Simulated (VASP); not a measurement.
Here is a VASP 6.6.1 calculation.

The input INCAR:

```
SYSTEM = Al
PREC = Accurate
ENCUT = 520
EDIFF = 1E-6
ISMEAR = 0
SIGMA = 0.15
LREAL = .FALSE.
LASPH = .TRUE.
NELM = 80
ALGO = Fast
ISIF = 2
LWAVE = .FALSE.
LCHARG = .FALSE.
GGA = PE
IVDW = 12
NBANDS = 14
```

File KPOINTS:

```
Automatic mesh
0
G
  18 18 6
  0 0 0
```

Contents of POSCAR:

```
Al
1.0
    2.8888750283      0.0000000000      0.0000000000
   -1.4444375142      2.5018391629      0.0000000000
    0.0000000000      0.0000000000      9.2972665036
Al
4
Direct
    0.0000000000      0.0000000000      0.0000000000
    0.3333333333      0.6666666667      0.2500000000
    0.0000000000      0.0000000000      0.5000000000
    0.6666666667      0.3333333333      0.7500000000
```

Potentials or basis: VASP PAW PBE potentials, release 64 (Al).

Command:

```sh
$ cat potpaw_PBE.64/Al/POTCAR > POTCAR
$ mpirun -np 1 vasp_std > vasp.out
```

Q: Estimate the dispersion energy per atom.

A: -0.330 eV.

Q: Predict the band gap on the k mesh.

A: Zero (bands 6 and 7 overlap by 5.61 eV).

Q: Predict the pressure.

A: -4.4 GPa.

Stress tensor (GPa, compression positive):
```
-5.00  0.00  0.00
 0.00 -5.00  0.00
 0.00  0.00 -3.22
```

Caveat: the cell stands under tension.
